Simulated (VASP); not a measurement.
# MgO in VASP: notebook

Runs on MgO. Level: PBEsol. Tasks: single point.

Everything below comes from runs of VASP 6.6.1. Logs are shortened: lines on timing, memory, paths and dates and some standing lists are left out, and cuts for length are marked.

**1. The cell of the first run**

It takes space group P6_3mc (No. 186, hexagonal). The conventional cell has a = 3.529 Å, b = 3.529 Å, c = 4.868 Å, α = 90.00°, β = 90.00°, γ = 120.00°. Within 2.4 Å of Mg (site symmetry 3m) lie 4 O at 1.83 to 2.12 Å. Within 2.4 Å of O (site symmetry 3m) lie 4 Mg at 1.83 to 2.12 Å.

**2. Single point, PBEsol (strained)**

The input, INCAR:

```
SYSTEM = MgO
PREC     = Accurate       ! precision mode
ENCUT    = 520            ! plane-wave cutoff, eV
EDIFF    = 1E-6           ! SCF threshold, eV
ISMEAR   = 0              ! smearing method
SIGMA    = 0.02           ! smearing width, eV
LREAL    = .FALSE.        ! projectors in reciprocal space
LASPH    = .TRUE.         ! aspherical terms in the spheres
NELM     = 80             ! most SCF steps
ALGO     = Normal         ! electronic algorithm
ISIF     = 2              ! what is computed and relaxed
LWAVE    = .FALSE.        ! write WAVECAR
LCHARG   = .TRUE.         ! write CHGCAR
GGA      = PS             ! functional
LELF     = .TRUE.         ! ELF
LVHAR    = .TRUE.       
NBANDS   = 16             ! bands
```

The input, KPOINTS:

```
regular mesh
0
G
  9 9 6
  0 0 0
```

The input, POSCAR:

```
MgO
1.0
    3.5290779359      0.0000000000      0.0000000000
   -1.7645389680      3.0562711444      0.0000000000
    0.0000000000      0.0000000000      4.8677771034
Mg O
2 2
Direct
    0.3333333300      0.6666666700      0.0142009651
    0.6666666700      0.3333333300      0.5142009651
    0.3333333300      0.6666666700      0.3903990349
    0.6666666700      0.3333333300      0.8903990349
```

Potentials or basis: VASP PAW PBE potentials, release 64 (Mg, O).

Launch:

```console
> cat potpaw_PBE.64/Mg/POTCAR potpaw_PBE.64/O/POTCAR > POTCAR
> mpirun -np 1 vasp_std > vasp.out
```

OUTCAR:

```text
SYSTEM = MgO
   PREC = Accurate
   ENCUT = 520
   EDIFF = 1E-6
   ISMEAR = 0
   LREAL = .FALSE.
   LASPH = .TRUE.
   NELM = 80
   ISIF = 2
   GGA = PS

 ion  position               nearest neighbor table
   1  0.333  0.667  0.014-   3 1.83   4 2.12   4 2.12   4 2.12   2 3.17   2 3.17   2 3.17   2 3.17
                             2 3.17   2 3.17
   2  0.667  0.333  0.514-   4 1.83   3 2.12   3 2.12   3 2.12   1 3.17   1 3.17   1 3.17   1 3.17
                             1 3.17   1 3.17
   3  0.333  0.667  0.390-   1 1.83   2 2.12   2 2.12   2 2.12
   4  0.667  0.333  0.890-   2 1.83   1 2.12   1 2.12   1 2.12

  LATTYP: Found a hexagonal cell.
 ALAT       =     3.5290779359
 C/A-ratio  =     1.3793339767

  Lattice vectors:

 A1 = (   3.5290779359,   0.0000000000,   0.0000000000)
 A2 = (  -1.7645389680,   3.0562711444,   0.0000000000)
 A3 = (   0.0000000000,   0.0000000000,   4.8677771034)

Analysis of symmetry for initial positions (statically):
=====================================================================
 Subroutine PRICEL returns:
 Original cell was already a primitive cell.

 Routine SETGRP: Setting up the symmetry group for a
 hexagonal supercell.

 Subroutine GETGRP returns: Found 12 space group operations
 (whereof  6 operations were pure point group operations)
 out of a pool of 24 trial point group operations.

The static configuration has the point symmetry C_3v.
 The point group associated with its full space group is C_6v.

Analysis of symmetry for dynamics (positions and initial velocities):
=====================================================================
 Subroutine PRICEL returns:
 Original cell was already a primitive cell.

 Routine SETGRP: Setting up the symmetry group for a
 hexagonal supercell.

 Subroutine GETGRP returns: Found 12 space group operations
 (whereof  6 operations were pure point group operations)
 out of a pool of 24 trial point group operations.

The dynamic configuration has the point symmetry C_3v.
 The point group associated with its full space group is C_6v.

 Subroutine INISYM returns: Found 12 space group operations
 (whereof  6 operations are pure point group operations),
 and found     1 'primitive' translations

----------------------------------------------------------------------------------------

                                     Primitive cell

  volume of cell :      52.5030

  direct lattice vectors                    reciprocal lattice vectors
     3.529077936  0.000000000  0.000000000     0.283360135  0.163598050  0.000000000
    -1.764538968  3.056271144  0.000000000     0.000000000  0.327196100  0.000000000
     0.000000000  0.000000000  4.867777103     0.000000000  0.000000000  0.205432578
[... 90 lines left out ...]
   EDIFFG = 0.1E-04   stopping-criterion for IOM
   NSW    =      0    number of steps for IOM
   IBRION =     -1    ionic relax: 0-MD 1-quasi-New 2-CG
   NFREE  =      0    steps in history (QN), initial steepest desc. (CG)
   ISIF   =      2    stress and relaxation
   ISYM   =      2    0-nonsym 1-usesym 2-fastsym
   POTIM  = 0.5000    time-step for ionic-motion
   TEBEG  =    0.0;   TEEND  =   0.0 temperature during run
   PSTRESS=    0.0 pullay stress
   NELECT =      16.0000    total number of electrons
   NUPDOWN=      -1.0000    fix difference up-down
   EMIN   =  10.00;   EMAX   =-10.00  energy-range for DOS
   EFERMI =   0.00;   METHOD = LEGACY
   ISMEAR =     0;   SIGMA  =   0.02  broadening in eV -4-tet -1-fermi 0-gaus
   EFERMI_NEDOS =   21; number of points for ismear=-14 and -15
   IALGO  =     38    algorithm
   IMIX   =      4    mixing-type and parameters
     AMIX     =   0.40;   BMIX     =  1.00
     AMIX_MAG =   1.60;   BMIX_MAG =  1.00
  volume/ion in A,a.u.               =      13.13        88.58
  Fermi-wavevector in a.u.,A,eV,Ry     =   1.101675  2.081864 16.513230  1.213688
  Thomas-Fermi vector in A             =   2.238106
   LORBIT       =      0    0 simple, 1 ext, 2 COOP (PROOUT), +10 PAW based schemes
   GGA     = PS    functional components
   LHFCALC =     F    Hartree Fock is set to
   AEXX    =    0.0000 exact exchange contribution
   IVDW    =     0    specifies the selected vdW correction
   LEPSILON=     F    determine dielectric tensor
   LRPA    =     F    only Hartree local field effects (RPA)
 non-spin polarized calculation
 Gauss-broadening in eV      SIGMA  =   0.02
  energy-cutoff  :      520.00
  volume of cell :       52.50
 maximum number of plane-waves:      1436
 NGX is ok and might be reduce to    28
   NGX = 13   NGY = 13   NGZ = 19

 number of electron      15.9999991 magnetization

 Free energy of the ion-electron system (eV)
  ---------------------------------------------------
  ext. energy  EPLUGINS =         0.00000000
  ---------------------------------------------------
  free energy    TOTEN  =       -23.92164819 eV

  energy without entropy =      -23.92164819  energy(sigma->0) =      -23.92164819

 E-fermi :   0.5008     XC(G=0):  -9.4966

 val. band max:        0.3930485695   @ k =   0.0000   0.0000   0.0000
 cond. band min:       3.2543767659   @ k =   0.0000   0.0000   0.0000
 fundamental gap:      2.8613281964
 Fermi energy:         0.5008227081

 k-point     1 :       0.0000    0.0000    0.0000
  band No.  band energies     occupation
      1     -15.4272      2.00000
      2     -14.6498      2.00000
      3      -2.3900      2.00000
      4      -0.3586      2.00000
      5      -0.3586      2.00000
      6       0.0852      2.00000
[... 433 lines left out ...]
      3      -2.0277      2.00000
      4      -1.6498      2.00000
      5      -1.6498      2.00000
      6      -0.6260      2.00000
[... 8 lines left out ...]
     15      13.4197      0.00000
     16      15.7427      0.00000

 [... further k-points ...]
[... 5 lines left out ...]
  --------------------------------------------------------------------------------------
  -------------------------------------------------------------------------------------
  Total       -5.1730180     -5.1730180      4.3671189      0.0000000     -0.0000000      0.0000000
  in kB     -157.8595139   -157.8595139    133.2667434      0.0000000     -0.0000000      0.0000000
  external PRESSURE =     -60.8174281 kB  Pullay stress =       0.0000000 kB

 VOLUME and BASIS-vectors are now :
 -----------------------------------------------------------------------------
  energy-cutoff  :      520.00
  volume of cell :       52.50
      direct lattice vectors                 reciprocal lattice vectors
     3.529077936  0.000000000  0.000000000     0.283360135  0.163598050  0.000000000
    -1.764538968  3.056271144  0.000000000     0.000000000  0.327196100  0.000000000
     0.000000000  0.000000000  4.867777103     0.000000000  0.000000000  0.205432578

 POSITION                                       TOTAL-FORCE (eV/Angst)
 -----------------------------------------------------------------------------------
     -0.00000      2.03751      0.06913         0.000000      0.000000     -2.061932
      1.76454      1.01876      2.50302         0.000000      0.000000     -2.061932
     -0.00000      2.03751      1.90038        -0.000000      0.000000      2.061932
      1.76454      1.01876      4.33426         0.000000     -0.000000      2.061932
 -----------------------------------------------------------------------------------
    total drift:                               -0.000018      0.000011      0.000365

  FREE ENERGIE OF THE ION-ELECTRON SYSTEM (eV)
  ---------------------------------------------------
  free  energy   TOTEN  =       -23.9216481896 eV

  energy  without entropy=      -23.9216481896  energy(sigma->0) =      -23.92164819
```

stdout:

```text
POSCAR found type information on POSCAR MgO
 POSCAR found :  2 types and       4 ions
 scaLAPACK will be used
 -----------------------------------------------------------------------------
|                                                                             |
|                                                                             |
|     You enforced a specific xc type in the INCAR file but a different       |
|     I HOPE YOU KNOW WHAT YOU ARE DOING!                                     |
|                                                                             |
 -----------------------------------------------------------------------------

 LDA part: xc-table for (Slater+PW92), standard interpolation
 POSCAR, INCAR and KPOINTS ok, starting setup
 FFT: planning ... GRIDC
 FFT: planning ... GRID_SOFT
 FFT: planning ... GRID
 WAVECAR not read
 entering main loop
```

It took 30 s on 1 thread of AMD EPYC 7R43 (Zen 3), shared host; peak memory 0.16 GiB.

Results:

```
Free energy            : -23.9216 eV
Pressure               : -6.1 GPa
Largest force          : 2.062 eV/Å
Band gap on the k mesh : 2.86 eV, direct
```

Forces in eV/Å, atoms in the order of the input:
```
Mg   0.000  0.000 -2.062
Mg   0.000  0.000 -2.062
O    0.000  0.000  2.062
O    0.000  0.000  2.062
```

Stress tensor (GPa, compression positive):
```
-15.79   0.00   0.00
  0.00 -15.79   0.00
  0.00   0.00  13.33
```

Caveat: the cell differs from its parent crystal (strained); the PAW data sets were made with another functional, which shifts forces and pressure a little. A k mesh can miss the band edges.

**3. Single point, PBEsol**

This run uses another cell than the first one, of 11.86 Å³/atom, 0.903 times its volume.

The input, INCAR:

```
PREC = Accurate
ENCUT = 520
EDIFF = 1E-7
ISMEAR = 0
SIGMA = 0.02
LREAL = False
LASPH = True
NELM = 100
ALGO = Normal
ISIF = 2
LWAVE = False
LCHARG = False
GGA = PS
NBANDS = 16
```

The input, KPOINTS:

```
regular mesh
0
Gamma
  12 12 6
```

The input, POSCAR:

```
MgO
1.0
    3.3028250943      0.0000000000      0.0000000000
   -1.6514125472      2.8603304359      0.0000000000
    0.0000000000      0.0000000000      5.0203150538
Mg O
2 2
Direct
    0.3333333333      0.6666666667      0.0037155906
    0.6666666667      0.3333333333      0.5037155906
    0.3333333333      0.6666666667      0.4008844094
    0.6666666667      0.3333333333      0.9008844094
```

Potentials or basis: VASP PAW PBE potentials, release 64 (Mg, O).

Launch:

```console
> cat potpaw_PBE.64/Mg/POTCAR potpaw_PBE.64/O/POTCAR > POTCAR
> mpirun -np 1 vasp_std > vasp.out
```

Wall time 23 s (1 thread of Intel Xeon 6975P-C (Granite Rapids), shared host); peak memory 0.21 GiB.

The run converged. Its results:

```
Free energy            : -24.5505 eV
Pressure               : -0.3 GPa
Band gap on the k mesh : 3.36 eV, direct
```

Forces in eV/Å, atoms in the order of the input:
```
Mg   0.000  0.000  0.003
Mg   0.000  0.000  0.003
O    0.000  0.000 -0.003
O    0.000  0.000 -0.003
```

Levels at points of the mesh, in eV from the valence-band top:
```tsv
k point	band 5	band 6	band 7	band 8	band 9	band 10	band 11	band 12
(0.00, 0.00, 0.00)	-0.73	-0.40	-0.40	0.00	3.36	8.39	10.16	14.03
(0.50, 0.00, 0.00)	-1.75	-1.27	-0.82	-0.49	7.65	7.91	9.10	10.61
(0.00, 0.00, 0.50)	-0.57	-0.57	-0.57	-0.57	5.87	5.87	13.03	13.03
(0.50, 0.00, 0.50)	-0.90	-0.90	-0.71	-0.71	7.22	7.22	10.68	10.68
```

Caveat: the PAW data sets were made with another functional, which shifts forces and pressure a little. As with any semilocal functional, this PBEsol gap is likely too small.

[end of part 1 of 2]
